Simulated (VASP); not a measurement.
A run of VASP 6.6.1 is set up as follows.

File INCAR:

```
ALGO = Normal ; EDIFF = 1E-7
ENCUT = 520 ; GGA = RE
ISIF = 2 ; ISMEAR = -1
LASPH = True ; LCHARG = False
LREAL = False ; LWAVE = False
NBANDS = 13 ; NELM = 60
PREC = Accurate ; SIGMA = 0.1
```

KPOINTS

```
k-points
0
Gamma
  12 12 12
```

File POSCAR:

```
Pb
1.0
   -1.9331383326      1.9331383326      1.9331383326
    1.9331383326     -1.9331383326      1.9331383326
    1.9331383326      1.9331383326     -1.9331383326
Pb
1
Direct
    0.0000000000      0.0000000000      0.0000000000
```

Potentials or basis: VASP PAW PBE potentials, release 64 (Pb_d).

Command:

```console
$ cat potpaw_PBE.64/Pb_d/POTCAR > POTCAR
$ mpirun -np 1 vasp_std > vasp.out
```

Q: Predict the band gap on the k mesh.

A: Zero (band 7 reaches 16.04 eV, above the bottom of band 8 at 5.73 eV).

Q: Predict the pressure.

A: 6.2 GPa.

Caveat: the PAW data sets were made with another functional, which shifts forces and pressure a little; spin-orbit coupling is left out, which moves the levels of the heavy elements.
